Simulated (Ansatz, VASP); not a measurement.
# InSe2 in VASP and in Ansatz

```
In Se
1.0
     4.76804    0.00000    0.00000
    -2.38402    4.12924    0.00000
     0.00000    0.00000    3.91767
In Se
1 2
Cartesian
  0.0000 0.0000 0.0000
  0.0000 2.7528 1.9588
  2.3840 1.3764 1.9588
```

Alike in both runs: functional PBE; k mesh 12 × 12 × 12; occupations gaussian, width 0.1 eV; no spin polarisation.

Ansatz relaxed the structure, and its values are those at the end. VASP's run is a single point on that final structure, the one shown.

|  | VASP | Ansatz |
| --- | --- | --- |
| version | VASP 6.6.1 | Ansatz 0.2.0 |
| potentials or method | VASP PAW PBE potentials, release 64 (In_d, Se), cutoff 520 eV | scalar-relativistic, plane waves, PAW |
| valence electrons in the cell | 25 | 45 |

```csv
,VASP,Ansatz,Ansatz less VASP
gap on the k mesh at the Fermi level (eV),none,none,-
pressure (GPa),0.0,0.0,0.00
```

A gap of «none» marks a metal or a gap that the smearing closes. The functional is the same, so the differences come from potentials, cutoffs and numerics. VASP's potentials hold 25 valence electrons a cell and Ansatz's 45, so a difference there can come from the potentials and not from the codes.
